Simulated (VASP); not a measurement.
## TiO2 (Anatase): single point with r2SCAN+rVV10

The system is TiO2 (Anatase).

```
Ti O
1.0
    -1.92921    1.92921    4.85060
     1.92921   -1.92921    4.85060
     1.92921    1.92921   -4.85060
Ti O
2 4
Direct
  0.75000 0.25000 0.50000
  0.00000 0.00000 0.00000
  0.79190 0.79190 0.00000
  0.54190 0.04190 0.50000
  0.95810 0.45810 0.50000
  0.20810 0.20810 0.00000
```

```
Program                : VASP 6.6.1
Task                   : single point
Functional             : r2SCAN
Dispersion             : rVV10
Potentials or basis    : VASP PAW PBE potentials, release 64 (Ti_sv, O)
Cutoff                 : 520 eV
k mesh                 : 10 × 10 × 10
Occupations            : fermi-dirac, width 0.05 eV
Spin                   : no spin polarisation
Dipole correction      : no
Further INCAR settings : ALGO = Normal; EDIFF = 1e-06; NBANDS = 33
```

```json
{
 "Pressure": "-11.4 GPa",
 "Largest force": "0.283 eV/Å",
 "Band gap on the k mesh": "2.38 eV, indirect (least direct gap 2.72 eV)"
}
```

Forces in eV/Å, atoms in the order of the input:
```
Ti   0.000  0.000  0.000
Ti   0.000  0.000  0.000
O    0.000  0.000  0.283
O    0.000  0.000  0.283
O    0.000  0.000 -0.283
O    0.000  0.000 -0.283
```

Levels at points of the mesh, in eV from the valence-band top:
```csv
k point,band 20,band 21,band 22,band 23,band 24,band 25,band 26,band 27,band 28,band 29
"(0.00, 0.00, 0.00)",-0.82,-0.82,-0.81,-0.44,-0.44,2.38,3.05,4.08,4.08,4.12
"(0.50, 0.00, 0.00)",-1.93,-1.83,-0.94,-0.89,-0.67,3.40,3.67,3.68,3.77,4.37
"(0.50, 0.50, 0.00)",-2.59,-2.00,-2.00,-0.03,-0.03,3.48,3.48,3.91,3.91,4.92
"(0.50, 0.50, 0.50)",-1.37,-1.30,-1.30,-0.15,-0.15,2.70,2.70,3.89,3.89,4.33
```

Wall time 14 min on 1 thread of Intel(R) Xeon(R) Platinum 8481C CPU @ 2.70GHz (Sapphire Rapids), with other jobs on the host, peak memory 0.67 GiB.

Caveat: the PAW data sets were made with another functional, which shifts forces and pressure a little. r2SCAN opens gaps a little over a GGA but as a rule still falls short of measured ones.
